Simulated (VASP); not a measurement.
# C (C2/m) in VASP: notebook, part 2 of 2

VASP 6.6.1. The steps go on from the part before.

### Step 3. Relaxation of cell and atoms, r2SCAN

This run uses another cell than the first one, of 9.15 Å³/atom, 0.991 times its volume.

Contents of POSCAR:

```
C
1.0
    2.1273203072     -1.2282824400      0.0000000000
    2.1273203072      1.2282824400      0.0000000000
   -1.3790696309      0.0000000000      3.5028300786
C
2
Direct
    0.8333555300      0.8333555300      0.0000930400
    0.1666444700      0.1666444700      0.9999069600
```

Contents of INCAR.step1:

```
  PREC = Accurate
  ENCUT = 600
  ISMEAR = 0
  SIGMA = 0.02
  LREAL = False
  LASPH = True
  NELM = 80
  GGA = PE
  ALGO = Normal
  EDIFF = 1E-4
  LWAVE = True
  LCHARG = False
```

Contents of INCAR.step2:

```
  PREC = Accurate
  ENCUT = 600
  EDIFF = 1E-6
  ISMEAR = 0
  SIGMA = 0.02
  LREAL = False
  LASPH = True
  NELM = 80
  ALGO = Normal
  ISIF = 3
  LWAVE = False
  LCHARG = False
  METAGGA = R2SCAN
  LMIXTAU = True
  IBRION = 2
  NSW = 100
  EDIFFG = -0.005
  ISTART = 1
```

Contents of KPOINTS:

```
regular mesh
0
Gamma
  14 14 8
```

Potentials or basis: VASP PAW PBE potentials, release 64 (C).

The run is started by

```
$ cat potpaw_PBE.64/C/POTCAR > POTCAR
$ cp INCAR.step1 INCAR
$ mpirun -np 1 vasp_std > vasp.out
$ cp INCAR.step2 INCAR
$ mpirun -np 1 vasp_std > vasp.out
```

OUTCAR:

```text
PREC = Accurate
   ENCUT = 600
   EDIFF = 1E-6
   ISMEAR = 0
   LREAL = False
   LASPH = True
   NELM = 80
   ISIF = 3
   METAGGA = R2SCAN
   IBRION = 2
   NSW = 100
   EDIFFG = -0.005
   ISTART = 1

 ion  position               nearest neighbor table
   1  0.833  0.833  0.000-   2 1.42   2 1.42   2 1.42
   2  0.167  0.167  1.000-   1 1.42   1 1.42   1 1.42

  LATTYP: Found a base centered monoclinic cell.
 ALAT       =     4.2546406144
 B/A-ratio  =     0.5773848141
 C/A-ratio  =     0.8848045598
 COS(beta)  =    -0.3663329314

  Lattice vectors:

 A1 = (   2.1273203072,  -1.2282824400,   0.0000000000)
 A2 = (   2.1273203072,   1.2282824400,   0.0000000000)
 A3 = (  -1.3790696309,   0.0000000000,   3.5028300786)

Analysis of symmetry for initial positions (statically):
=====================================================================
 Subroutine PRICEL returns:
 Original cell was already a primitive cell.

 Routine SETGRP: Setting up the symmetry group for a
 base centered monoclinic supercell.

 Subroutine GETGRP returns: Found  4 space group operations
 (whereof  4 operations were pure point group operations)
 out of a pool of  4 trial point group operations.

The static configuration has the point symmetry C_2h.

Analysis of symmetry for dynamics (positions and initial velocities):
=====================================================================
 Subroutine PRICEL returns:
 Original cell was already a primitive cell.

 Routine SETGRP: Setting up the symmetry group for a
 base centered monoclinic supercell.

 Subroutine GETGRP returns: Found  4 space group operations
 (whereof  4 operations were pure point group operations)
 out of a pool of  4 trial point group operations.

The dynamic configuration has the point symmetry C_2h.

 Subroutine INISYM returns: Found  4 space group operations
 (whereof  4 operations are pure point group operations),
 and found     1 'primitive' translations

----------------------------------------------------------------------------------------

                                     Primitive cell

  volume of cell :      18.3054

  direct lattice vectors                    reciprocal lattice vectors
     2.127320307 -1.228282440  0.000000000     0.235037478 -0.407072497  0.092534619
     2.127320307  1.228282440  0.000000000     0.235037478  0.407072497  0.092534619
    -1.379069631  0.000000000  3.502830079     0.000000000  0.000000000  0.285483446

  length of vectors
     2.456454649  2.456454649  3.764525416     0.479075453  0.479075453  0.285483446

  position of ions in fractional coordinates (direct lattice)
     0.833355530  0.833355530  0.000093040
     0.166644470  0.166644470  0.999906960

  ion indices of the primitive-cell ions
   primitive index   ion index
                 1           1
                 2           2

----------------------------------------------------------------------------------------

 KPOINTS: regular mesh

Automatic generation of k-mesh.
 Grid dimensions read from file:
 generate k-points for:   14   14    8
[... 56 lines left out ...]
   ISTART =      1    job   : 0-new  1-cont  2-samecut
   ICHARG =      0    charge: 1-file 2-atom 10-const
   ISPIN  =      1    spin polarized calculation?
   LNONCOLLINEAR =      F non collinear calculations
   LSORBIT =      F    spin-orbit coupling
   LASPH  =      T    aspherical Exc in radial PAW
   ENCUT  =  600.0 eV  44.10 Ry    6.64 a.u.   4.91  4.91  7.52*2*pi/ulx,y,z
   NELM   =     80;   NELMIN=  2; NELMDL=  0     # of ELM steps
   EDIFF  = 0.1E-05   stopping-criterion for ELM
   LREAL  =      F    real-space projection
   EDIFFG = -.5E-02   stopping-criterion for IOM
   NSW    =    100    number of steps for IOM
   IBRION =      2    ionic relax: 0-MD 1-quasi-New 2-CG
   NFREE  =      1    steps in history (QN), initial steepest desc. (CG)
   ISIF   =      3    stress and relaxation
   ISYM   =      2    0-nonsym 1-usesym 2-fastsym
   POTIM  = 0.5000    time-step for ionic-motion
   TEBEG  =    0.0;   TEEND  =   0.0 temperature during run
   PSTRESS=    0.0 pullay stress
   NELECT =       8.0000    total number of electrons
   NUPDOWN=      -1.0000    fix difference up-down
   EMIN   =  10.00;   EMAX   =-10.00  energy-range for DOS
   EFERMI =   0.00;   METHOD = LEGACY
   ISMEAR =     0;   SIGMA  =   0.02  broadening in eV -4-tet -1-fermi 0-gaus
   EFERMI_NEDOS =   21; number of points for ismear=-14 and -15
   IALGO  =     38    algorithm
   IMIX   =      4    mixing-type and parameters
     AMIX     =   0.40;   BMIX     =  1.00
     AMIX_MAG =   1.60;   BMIX_MAG =  1.00
  volume/ion in A,a.u.               =       9.15        61.77
  Fermi-wavevector in a.u.,A,eV,Ry     =   1.242352  2.347705 20.999765  1.543439
  Thomas-Fermi vector in A             =   2.376710
   LORBIT       =      0    0 simple, 1 ext, 2 COOP (PROOUT), +10 PAW based schemes
   METAGGA = R2SCAN    functional components
   LHFCALC =     F    Hartree Fock is set to
   AEXX    =    0.0000 exact exchange contribution
   IVDW    =     0    specifies the selected vdW correction
   LEPSILON=     F    determine dielectric tensor
   LRPA    =     F    only Hartree local field effects (RPA)
 conjugate gradient relaxation of ions
 non-spin polarized calculation
 Gauss-broadening in eV      SIGMA  =   0.02
  energy-cutoff  :      600.00
  volume of cell :       18.31
 maximum number of plane-waves:       628
   NGX =  9   NGY =  9   NGZ = 15

--------------------------------------- Ionic step        1  -------------------------------------------

 number of electron       8.0000000 magnetization

 Free energy of the ion-electron system (eV)
  ---------------------------------------------------
  ext. energy  EPLUGINS =         0.00000000
  ---------------------------------------------------
  free energy    TOTEN  =       -19.88336718 eV

  energy without entropy =      -19.88336718  energy(sigma->0) =      -19.88336718

------------------------ aborting loop because EDIFF is reached ----------------------------------------

  FORCE on cell =-STRESS in cart. coord.  units (eV):
  Direction    XX          YY          ZZ          XY          YZ          ZX
  --------------------------------------------------------------------------------------
  -------------------------------------------------------------------------------------
  Total        0.0178766      0.0132359     -0.0242807      0.0000000      0.0000000     -0.0041203
  in kB        1.5646475      1.1584717     -2.1251635      0.0000000      0.0000000     -0.3606284
  external PRESSURE =       0.1993186 kB  Pullay stress =       0.0000000 kB
[... 89 lines left out ...]
  FREE ENERGIE OF THE ION-ELECTRON SYSTEM (eV)
  ---------------------------------------------------
  free  energy   TOTEN  =       -19.8833778185 eV

  energy  without entropy=      -19.8833778185  energy(sigma->0) =      -19.88337782

[... ionic steps 4 to 14 ...]

--------------------------------------- Ionic step       15  -------------------------------------------

 number of electron       8.0000000 magnetization

------------------------ aborting loop because EDIFF is reached ----------------------------------------
[... 67 lines left out ...]
--------------------------------------- Ionic step       17  -------------------------------------------

 number of electron       8.0000000 magnetization

 Free energy of the ion-electron system (eV)
  ---------------------------------------------------
  ext. energy  EPLUGINS =         0.00000000
  ---------------------------------------------------
  free energy    TOTEN  =       -19.88350843 eV

  energy without entropy =      -19.88350843  energy(sigma->0) =      -19.88350843

 E-fermi :   4.1756     XC(G=0): -10.9091

 val. band max:        4.0527775819   @ k =  -0.2857   0.3571   0.1250
 cond. band min:       4.8737010804   @ k =  -0.3571   0.3571   0.5000
 fundamental gap:      0.8209234986
 Fermi energy:         4.1755808212

 k-point     1 :       0.0000    0.0000    0.0000
  band No.  band energies     occupation
      1     -16.5414      2.00000
      2      -2.8038      2.00000
      3       1.2030      2.00000
      4       1.2032      2.00000
      5       8.5582      0.00000
      6      13.1516      0.00000
      7      13.1555      0.00000
      8      16.8201      0.00000
[... 243 lines left out ...]
 k-point    24 :       0.2857    0.1429   -0.0000
  band No.  band energies     occupation
      1     -14.9693      2.00000
      2      -2.9467      2.00000
      3      -1.6140      2.00000
      4      -1.4008      2.00000
      5      11.2349      0.00000
      6      12.3393      0.00000
      7      14.5631      0.00000
      8      16.2172      0.00000

 [... further k-points ...]
[... 5 lines left out ...]
  --------------------------------------------------------------------------------------
  -------------------------------------------------------------------------------------
  Total       -0.0034837     -0.0033907      0.0058228      0.0000000      0.0000000     -0.0030646
  in kB       -0.3081153     -0.2998832      0.5149899      0.0000000      0.0000000     -0.2710446
  external PRESSURE =      -0.0310029 kB  Pullay stress =       0.0000000 kB
[... 17 lines left out ...]
  FREE ENERGIE OF THE ION-ELECTRON SYSTEM (eV)
  ---------------------------------------------------
  free  energy   TOTEN  =       -19.8835084290 eV

  energy  without entropy=      -19.8835084290  energy(sigma->0) =      -19.88350843

 reached required accuracy - stopping structural energy minimisation
```

Wall time 15 min (1 thread of Intel Xeon 6975P-C (Granite Rapids), shared host); peak memory 0.17 GiB.

What came out:

```yaml
Free_energy: -19.8835 eV
Relaxed_volume: 9.06 Å³/atom
Relaxed_cell: a = 2.457 Å, b = 2.457 Å, c = 3.735 Å, α = 108.84°, β = 108.84°, γ = 60.00°
Space_group_after_relaxing_to_0.05_Å: R-3m (No. 166)
Energy_gained_by_relaxing: 0.1 meV/atom
Ionic_steps: 17
Pressure_after_relaxing: 0.0 GPa
Largest_force_after_relaxing: 0.004 eV/Å
Band_gap_on_the_k_mesh: 0.82 eV, indirect (least direct gap 0.84 eV)
```

Forces in eV/Å, atoms in the order of the input:
```
C    0.000  0.000  0.004
C    0.000  0.000 -0.004
```

The path:
```tsv
step	energy change (eV)	largest force (eV/Å)	pressure (GPa)	volume (Å³)
1	0.0000	0.0104	0.02	18.31
2	0.0000	0.0206	-0.27	18.31
3	0.0000	0.0089	-0.15	18.31
4	0.0000	0.0120	-0.13	18.30
5	0.0000	0.0226	-0.12	18.29
6	0.0000	0.0197	-0.10	18.28
7	-0.0001	0.0164	-0.02	18.26
8	-0.0001	0.0342	0.13	18.22
9	-0.0001	0.0334	0.15	18.22
10	-0.0001	0.0308	0.15	18.20
11	-0.0001	0.0256	0.17	18.17
12	-0.0001	0.0163	0.22	18.10
13	-0.0001	0.0105	0.11	18.11
14	-0.0001	0.0107	-0.05	18.12
15	-0.0001	0.0099	-0.02	18.11
16	-0.0001	0.0098	-0.01	18.11
17	-0.0001	0.0041	0.00	18.12
```

Final structure:
```
C
1.0
     2.12758   -1.22837   -0.00406
     2.12758    1.22837   -0.00406
    -1.38593    0.00000    3.46840
C
2
Direct
  0.83333 0.83333 0.99999
  0.16667 0.16667 0.00001
```

Caveat: the PAW data sets were made with another functional, which shifts forces and pressure a little.
